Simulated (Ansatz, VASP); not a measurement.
## Two plane-wave programs on TiN

Contents of POSCAR:

```
TiN
1.0
    0.0000000000      2.1125000000      2.1125000000
    2.1125000000      0.0000000000      2.1125000000
    2.1125000000      2.1125000000      0.0000000000
Ti N
1 1
Direct
    0.0000000000      0.0000000000      0.0000000000
    0.5000000000      0.5000000000      0.5000000000
```

File INCAR.step1:

```
PREC = Accurate ; ENCUT = 520
ISMEAR = 0 ; SIGMA = 0.03
LREAL = F ; LASPH = T
NELM = 150 ; ISPIN = 2
MAGMOM = 1 0 ; LMAXMIX = 4
LDAU = T ; LDAUTYPE = 2
LDAUL = 2 -1 ; LDAUU = 3 0
LDAUJ = 0 0 ; NBANDS = 20
GGA = PE ; ALGO = Normal
EDIFF = 1E-4 ; LWAVE = T
LCHARG = F
```

File INCAR.step2:

```
PREC = Accurate ; ENCUT = 520
EDIFF = 1E-6 ; ISMEAR = 0
SIGMA = 0.03 ; LREAL = F
LASPH = T ; NELM = 150
ALGO = Normal ; ISIF = 2
LWAVE = F ; LCHARG = F
ISPIN = 2 ; MAGMOM = 1 0
LORBIT = 11 ; LMAXMIX = 4
LDAU = T ; LDAUTYPE = 2
LDAUL = 2 -1 ; LDAUU = 3 0
LDAUJ = 0 0 ; LDAUPRINT = 1
METAGGA = R2SCAN ; LMIXTAU = T
NBANDS = 20 ; ISTART = 1
```

File KPOINTS:

```
Automatic mesh
0
Gamma
  8 8 8
```

Input for Ansatz:

```yaml
crystal:
  lattice:
    - [0.0, 2.1125, 2.1125]
    - [2.1125, 0.0, 2.1125]
    - [2.1125, 2.1125, 0.0]
  atoms:
    - { symbol: Ti, position: [0.0, 0.0, 0.0], spin: 1.0 }
    - { symbol: "N", position: [0.5, 0.5, 0.5] }
magnetization:
  spin_polarized: true
hamiltonian:
  xc: r2scan
  pseudopotentials: { kind: paw }
  hubbard: { sites: [{ species: Ti, l: d, u_eff: 3.0 }] }
basis:
  ecutwfc: 500
kpoints:
  mp_grid: { grid: [8, 8, 8] }
scf:
  occupations: { method: gaussian, width: 0.03 }
  lower_state_search: "off"
  algorithm: density_mixing
  max_iter: 100
  mixing: { algorithm: anderson, ndim: 12, beta: 0.5, preconditioner: none }
output:
  forces: true
  stress: true
```

Alike in both runs: task single point; functional r2SCAN; k mesh 8 × 8 × 8; occupations gaussian, width 0.03 eV; collinear spin; Hubbard terms Ti d U = 3.0 eV.

```csv
,VASP,Ansatz
version,VASP 6.6.1,Ansatz 0.2.0
potentials or method,"VASP PAW PBE potentials, release 64 (Ti_sv, N), cutoff 520 eV","PAW, plane waves, scalar-relativistic"
valence electrons in the cell,17,17
```

VASP gave:

- pressure (GPa): 13.1
- net moment per atom (μB): 0.09
- size of the moment on the site where the two differ most (μB): 0.15

Which values does Ansatz return?

Pressure (GPa): 7.2; net moment per atom (μB): 0.17; size of the moment on the site where the two differ most (μB): 0.24.

VASP's potentials were made for PBE, not for r2SCAN. Site moments also hang on the region over which each program counts them. The programs project onto different local orbitals, so the same U acts differently, and such runs can settle in different states. Ansatz's warnings: filled band counts differ across k points, stability check not made.
